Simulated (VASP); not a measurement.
# Te (Im-3m) in VASP: notebook, part 2 of 2

VASP 6.6.1.

### 5 Relaxation of cell and atoms, LDA, target pressure 220 GPa, at which the enthalpy is minimised

INCAR reads:

```
SYSTEM = Te
  ALGO = Normal
  EDIFF = 1E-6
  EDIFFG = -0.005
  ENCUT = 600
  IBRION = 2
  ISIF = 3
  ISMEAR = -1
  LASPH = .True.
  LCHARG = .False.
  LREAL = .False.
  LWAVE = .False.
  NELM = 80
  NSW = 32
  PREC = Accurate
  PSTRESS = 2200.0
  SIGMA = 0.08
```

KPOINTS reads:

```
k-points
0
Gamma
  17 17 17
  0 0 0
```

POSCAR reads:

```
Te
1.0
   -1.4987254289      1.4987254289      1.4987254289
    1.4987254289     -1.4987254289      1.4987254289
    1.4987254289      1.4987254289     -1.4987254289
Te
1
Direct
    0.0000000000      0.0000000000      0.0000000000
```

Potentials or basis: VASP PAW LDA potentials, release 64 (Te).

Started as:

```sh
$ cat potpaw_LDA.64/Te/POTCAR > POTCAR
$ mpirun -np 1 vasp_std > vasp.out
```

OUTCAR:

```text
SYSTEM = Te
   EDIFF = 1E-6
   EDIFFG = -0.005
   ENCUT = 600
   IBRION = 2
   ISIF = 3
   ISMEAR = -1
   LASPH = .True.
   LREAL = .False.
   NELM = 80
   NSW = 32
   PREC = Accurate
   PSTRESS = 2200.0

 ion  position               nearest neighbor table
   1  0.000  0.000  0.000-

  LATTYP: Found a body centered cubic cell.
 ALAT       =     2.9974508578

  Lattice vectors:

 A1 = (  -1.4987254289,   1.4987254289,   1.4987254289)
 A2 = (   1.4987254289,  -1.4987254289,   1.4987254289)
 A3 = (   1.4987254289,   1.4987254289,  -1.4987254289)

Analysis of symmetry for initial positions (statically):
=====================================================================
 Subroutine PRICEL returns:
 Original cell was already a primitive cell.

 Routine SETGRP: Setting up the symmetry group for a
 body centered cubic supercell.

 Subroutine GETGRP returns: Found 48 space group operations
 (whereof 48 operations were pure point group operations)
 out of a pool of 48 trial point group operations.

The static configuration has the point symmetry O_h .

Analysis of symmetry for dynamics (positions and initial velocities):
=====================================================================
 Subroutine PRICEL returns:
 Original cell was already a primitive cell.

 Routine SETGRP: Setting up the symmetry group for a
 body centered cubic supercell.

 Subroutine GETGRP returns: Found 48 space group operations
 (whereof 48 operations were pure point group operations)
 out of a pool of 48 trial point group operations.

The dynamic configuration has the point symmetry O_h .

 Subroutine INISYM returns: Found 48 space group operations
 (whereof 48 operations are pure point group operations),
 and found     1 'primitive' translations

[... 121 lines left out ...]
   LEPSILON=     F    determine dielectric tensor
   LRPA    =     F    only Hartree local field effects (RPA)
 conjugate gradient relaxation of ions
 non-spin polarized calculation
  energy-cutoff  :      600.00
  volume of cell :       13.47
 maximum number of plane-waves:       466
 NGX is ok and might be reduce to    24
   NGX = 11   NGY = 11   NGZ = 11

--------------------------------------- Ionic step        1  -------------------------------------------

 number of electron       6.0000000 magnetization

 Free energy of the ion-electron system (eV)
  ---------------------------------------------------
  ext. energy  EPLUGINS =         0.00000000
  ---------------------------------------------------
  free energy    TOTEN  =         1.34506095 eV

  energy without entropy =        1.35552279  energy(sigma->0) =        1.35029187

------------------------ aborting loop because EDIFF is reached ----------------------------------------

  FORCE on cell =-STRESS in cart. coord.  units (eV):
  Direction    XX          YY          ZZ          XY          YZ          ZX
  --------------------------------------------------------------------------------------
  -------------------------------------------------------------------------------------
  Total       18.8745574     18.8745574     18.8745574      0.0000000     -0.0000000      0.0000000
  in kB     2245.7486132   2245.7486132   2245.7486132      0.0000000     -0.0000000      0.0000000
  external PRESSURE =      45.7486132 kB  Pullay stress =    2200.0000000 kB
[... 98 lines left out ...]
--------------------------------------- Ionic step        4  -------------------------------------------

 number of electron       6.0000000 magnetization

 Free energy of the ion-electron system (eV)
  ---------------------------------------------------
  ext. energy  EPLUGINS =         0.00000000
  ---------------------------------------------------
  free energy    TOTEN  =         1.24001722 eV

  energy without entropy =        1.25073323  energy(sigma->0) =        1.24537523

 E-fermi :  22.5477     XC(G=0): -13.7205

 val. band max:       22.5442159954   @ k =  -0.4118  -0.4706   0.2941
 cond. band min:      22.5596928509   @ k =  -0.4706  -0.4706   0.2353
 fundamental gap:      0.0154768555
 Fermi energy:        22.5477054470

 k-point     1 :       0.0000    0.0000    0.0000
  band No.  band energies     occupation
      1      -0.5895      2.00000
      2      31.8394      0.00000
      3      31.8394      0.00000
      4      31.8394      0.00000
      5      32.4845      0.00000
      6      32.4845      0.00000
      7      32.4845      0.00000
[... 221 lines left out ...]
 k-point    24 :       0.1765    0.1765    0.0000
  band No.  band energies     occupation
      1       2.8564      2.00000
      2      19.3654      2.00000
      3      20.6404      2.00000
      4      25.5749      0.00000
      5      31.6129      0.00000
      6      32.4340      0.00000
      7      36.0382      0.00000

 [... further k-points ...]

------------------------ aborting loop because EDIFF is reached ----------------------------------------

  FORCE on cell =-STRESS in cart. coord.  units (eV):
  Direction    XX          YY          ZZ          XY          YZ          ZX
  --------------------------------------------------------------------------------------
  -------------------------------------------------------------------------------------
  Total       18.5926673     18.5926673     18.5926673     -0.0000000     -0.0000000     -0.0000000
  in kB     2199.8395644   2199.8395644   2199.8395644     -0.0000000     -0.0000000     -0.0000000
  external PRESSURE =      -0.1604356 kB  Pullay stress =    2200.0000000 kB
[... 20 lines left out ...]
  energy  without entropy=        1.2507332339  energy(sigma->0) =        1.24537523

  enthalpy is  TOTEN    =        19.8340405096 eV   P V=       18.5940232934

 reached required accuracy - stopping structural energy minimisation
```

CONTCAR:

```text
Te
   1.00000000000000
    -1.5015291240611388    1.5015291240611388    1.5015291240611388
     1.5015291240611388   -1.5015291240611388    1.5015291240611388
     1.5015291240611388    1.5015291240611388   -1.5015291240611388
  Te
     1
Direct
     0.0000000000000000    0.0000000000000000    0.0000000000000000

  0.00000000E+00  0.00000000E+00  0.00000000E+00
```

Wall time 19 s (1 thread of Intel Xeon Platinum 8559C (Emerald Rapids), shared host); peak memory 0.15 GiB.

What came out:

- Free energy: 1.2400 eV
- Relaxed volume: 13.54 Å³/atom
- Relaxed cell: a = 2.601 Å, b = 2.601 Å, c = 2.601 Å, α = 109.47°, β = 109.47°, γ = 109.47°
- Space group after relaxing (to 0.05 Å): Im-3m (No. 229)
- Energy change on relaxing (the enthalpy is what falls): -105.0 meV/atom
- Ionic steps: 4
- Pressure after relaxing: 220.0 GPa
- Band gap on the k mesh: zero (band 3 reaches 31.84 eV, above the bottom of band 4 at 14.66 eV)

The path:
| step | energy change (eV) | largest force (eV/Å) | pressure (GPa) | volume (Å³) |
| --- | --- | --- | --- | --- |
| 1 | 0.0000 | 0.0000 | 224.57 | 13.47 |
| 2 | -0.9669 | 0.0000 | 182.92 | 14.23 |
| 3 | -0.1080 | 0.0000 | 219.87 | 13.54 |
| 4 | -0.1050 | 0.0000 | 219.98 | 13.54 |

Final structure:
```cif
data_structure
_symmetry_space_group_name_H-M 'P 1'
_symmetry_Int_Tables_number 1
_cell_length_a 2.6007
_cell_length_b 2.6007
_cell_length_c 2.6007
_cell_angle_alpha 109.471
_cell_angle_beta 109.471
_cell_angle_gamma 109.471
_cell_volume 13.54
loop_
_atom_site_label
_atom_site_type_symbol
_atom_site_fract_x
_atom_site_fract_y
_atom_site_fract_z
_atom_site_occupancy
Te1 Te 0.00000 0.00000 0.00000 1
```

Caveat: the cell is relaxed towards a set pressure, so the enthalpy falls and the energy may rise; spin-orbit coupling is left out, which moves the levels of the heavy elements.

### 6 Summary

| task | cell | cutoff (eV) | gap on the mesh (eV) | pressure (GPa) |
| --- | --- | --- | --- | --- |
| single point | a = 2.596 Å, angles 109.5°, 1 atom | 520 | none | 224.6 |
| single point | a = 3.258 Å, angles 109.5°, 1 atom | 520 | none | 0.0 |
| relaxation of cell and atoms | relaxed to 220 GPa from a = 2.596 Å, angles 109.5°, 1 atom | 600 | none | 220.0 |

Alike in all rows: level LDA; potentials or basis VASP PAW LDA potentials, release 64 (Te); no spin polarisation; k mesh 17 × 17 × 17; smearing fermi-dirac 0.08 eV.

Caveats: spin-orbit coupling is left out, which moves the levels of the heavy elements; the cell is relaxed towards a set pressure, so the enthalpy falls and the energy may rise (some runs).

Absolute energies hang on the potentials; compare differences alone.
